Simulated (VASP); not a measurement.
**ZrC: single point with r2SCAN**

ZrC:

```xyz
2
Lattice="3.2729 0.0000 0.0000 -1.6365 2.8344 0.0000 0.0000 0.0000 2.9310" Properties=species:S:1:pos:R:3 pbc="T T T"
Zr    0.0000    0.0000    0.0000
C     1.6365    0.9448    1.4655
```

```json
{"Program": "VASP 6.6.1", "Task": "single point", "Functional": "r2SCAN", "Potentials or basis": "VASP PAW PBE potentials, release 64 (Zr_sv, C)", "Cutoff": "520 eV", "k mesh": "12 × 12 × 12", "Occupations": "gaussian, width 0.05 eV", "Spin": "no spin polarisation"}
```

- Pressure: 0.2 GPa
- Band gap on the k mesh: zero (band 8 reaches 9.25 eV, above the bottom of band 9 at 8.91 eV)

Stress tensor (GPa, compression positive):
```
0.16 0.00 0.00
0.00 0.16 0.00
0.00 0.00 0.32
```

Levels at points of the mesh, in eV from the Fermi level:
```csv
k point,band 4,band 5,band 6,band 7,band 8,band 9,band 10,band 11,band 12,band 13
"(0.00, 0.00, 0.00)",-26.67,-11.71,-1.72,-1.72,-1.14,1.81,5.46,5.46,5.70,6.61
"(0.50, 0.00, 0.00)",-26.57,-9.71,-4.24,-0.72,-0.57,0.28,4.85,5.38,5.58,7.79
"(0.00, 0.00, 0.50)",-26.95,-8.79,-5.16,-0.67,-0.67,1.87,1.87,5.03,5.03,5.97
"(0.50, 0.00, 0.50)",-27.10,-9.73,-3.77,-2.47,-2.21,2.31,5.61,6.87,7.12,9.13
```

Run time: 49 s on 1 thread of Intel(R) Xeon(R) 6975P-C (Granite Rapids) (shared host), peak memory 0.18 GiB.

Caveat: the PAW data sets were made with another functional, which shifts forces and pressure a little.
